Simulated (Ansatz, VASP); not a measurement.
# Two plane-wave programs on HgTe

POSCAR

```
HgTe
1.0
    0.0000000000      3.1575915708      3.4654980869
    3.1575915708      0.0000000000      3.4654980869
    3.1575915708      3.1575915708      0.0000000000
Hg Te
1 1
Direct
    0.0000000000      0.0000000000      0.0000000000
    0.2500000000      0.2500000000      0.2500000000
```

The input INCAR.step1:

```
SYSTEM = HgTe
PREC     = Accurate       ! precision mode
ENCUT    = 520            ! plane-wave cutoff, eV
EDIFF    = 1E-5           ! SCF threshold, eV
ISMEAR   = -1             ! smearing method
SIGMA    = 0.02           ! smearing width, eV
LREAL    = .FALSE.        ! projectors in reciprocal space
LASPH    = .TRUE.         ! aspherical terms in the spheres
NELM     = 80             ! most SCF steps
ALGO     = Normal         ! electronic algorithm
ISIF     = 2              ! what is computed and relaxed
LWAVE    = .TRUE.         ! write WAVECAR
LCHARG   = .FALSE.        ! write CHGCAR
GGA      = PE             ! functional
NBANDS   = 16             ! bands
```

INCAR.step2

```
SYSTEM = HgTe
PREC     = Accurate       ! precision mode
ENCUT    = 520            ! plane-wave cutoff, eV
EDIFF    = 1E-6           ! SCF threshold, eV
ISMEAR   = -1             ! smearing method
SIGMA    = 0.02           ! smearing width, eV
LREAL    = .FALSE.        ! projectors in reciprocal space
LASPH    = .TRUE.         ! aspherical terms in the spheres
NELM     = 80             ! most SCF steps
ALGO     = Normal         ! electronic algorithm
ISIF     = 2              ! what is computed and relaxed
LWAVE    = .FALSE.        ! write WAVECAR
LCHARG   = .FALSE.        ! write CHGCAR
GGA      = PE             ! functional
LHFCALC  = .TRUE.         ! exact exchange
HFSCREEN = 0.2079         ! screening, 1/A
PRECFOCK = Normal       
ISTART   = 1            
NBANDS   = 16             ! bands
```

File KPOINTS:

```
regular mesh
0
G
  4 4 4
  0 0 0
```

Input for Ansatz:

```yaml
crystal:
  lattice:
    - [0.0, 3.1575915708, 3.4654980869]
    - [3.1575915708, 0.0, 3.4654980869]
    - [3.1575915708, 3.1575915708, 0.0]
  atoms:
    - { symbol: Hg, position: [0.0, 0.0, 0.0] }
    - { symbol: Te, position: [0.25, 0.25, 0.25] }
kpoints:
  mp_grid: { grid: [4, 4, 4] }
  band_path:
    path:
      - [0.0, 0.0, 0.0]
      - [-0.5, -0.5, 0.0]
      - [-0.375, -0.375, 0.25]
      - [-0.375, 0.0, 0.375]
      - [0.0, 0.0, 0.5]
      - [-0.5, -0.25, 0.25]
      - [-0.042318, -0.042318, 0.0]
    npoints: 1
hamiltonian:
  xc: hse06
scf:
  occupations: { method: fermi_dirac, width: 0.02 }
  n_extra_bands: 4
output:
  forces: true
  stress: true
  eigenvalues: true
```

Change from the starting cell: epitaxial_xy strain -4.0%.

Alike in both runs: task single point; functional HSE06; k mesh 4 × 4 × 4; occupations fermi-dirac, width 0.02 eV; no spin polarisation.

|  | VASP | Ansatz |
| --- | --- | --- |
| version | VASP 6.6.1 | Ansatz 0.2.0 |
| potentials or method | VASP PAW PBE potentials, release 64 (Hg, Te) | plane waves, PAW |
| plane-wave cutoff (eV) | 520 | 420 |
| valence electrons in the cell | 18 | 36 |

```tsv
	VASP	Ansatz	Ansatz less VASP
pressure (GPa)	1.2	1.3	+0.07
traceless stress, the component that is largest in VASP (GPa)	-1.17	-1.16	+0.005
```

The functional is the same, so the differences come from potentials, cutoffs and numerics. VASP's potentials hold 18 valence electrons a cell and Ansatz's 36, so a difference there can come from the potentials and not from the codes. Ansatz's warnings: filled band counts differ across k points, stress exchange threshold loose, stress scf threshold loose.

The k mesh is coarse, so the values compare programs but aren't converged. Neither program's run includes spin-orbit coupling.
